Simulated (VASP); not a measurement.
# CdS: single point with r2SCAN

The system is CdS.

```
Cd S
1.0
     0.00000    2.69704    2.69704
     2.69704    0.00000    2.69704
     2.69704    2.69704    0.00000
Cd S
1 1
Direct
  0.00000 0.00000 0.00000
  0.50000 0.50000 0.50000
```

* Program: VASP 6.6.1
* Task: single point
* Functional: r2SCAN
* Potentials or basis: VASP PAW PBE potentials, release 64 (Cd, S)
* Cutoff: 520 eV
* k mesh: 8 × 8 × 8
* Occupations: fermi-dirac, width 0.05 eV
* Spin: no spin polarisation
* Dipole correction: no
* Further INCAR settings: ALGO = Normal; EDIFF = 1e-06; NBANDS = 16

```yaml
Pressure: 3.5 GPa
Band_gap_on_the_k_mesh: 0.73 eV, indirect (least direct gap 2.60 eV)
```

Levels at points of the mesh, in eV from the valence-band top:
| k point | band 6 | band 7 | band 8 | band 9 | band 10 | band 11 | band 12 | band 13 |
| --- | --- | --- | --- | --- | --- | --- | --- | --- |
| (0.00, 0.00, 0.00) | -7.93 | -0.84 | -0.84 | -0.84 | 1.75 | 9.74 | 9.74 | 9.74 |
| (0.50, 0.00, 0.00) | -7.70 | -5.09 | 0.00 | 0.00 | 4.03 | 6.43 | 6.43 | 7.90 |
| (0.50, 0.50, 0.00) | -6.83 | -4.59 | -2.35 | -2.35 | 0.73 | 6.37 | 11.02 | 12.55 |

Wall time 110 s on 1 thread of Intel Xeon 8259CL, on a shared host, peak memory 0.17 GiB.

Caveat: the PAW data sets were made with another functional, which shifts forces and pressure a little. A k mesh can miss the band edges.
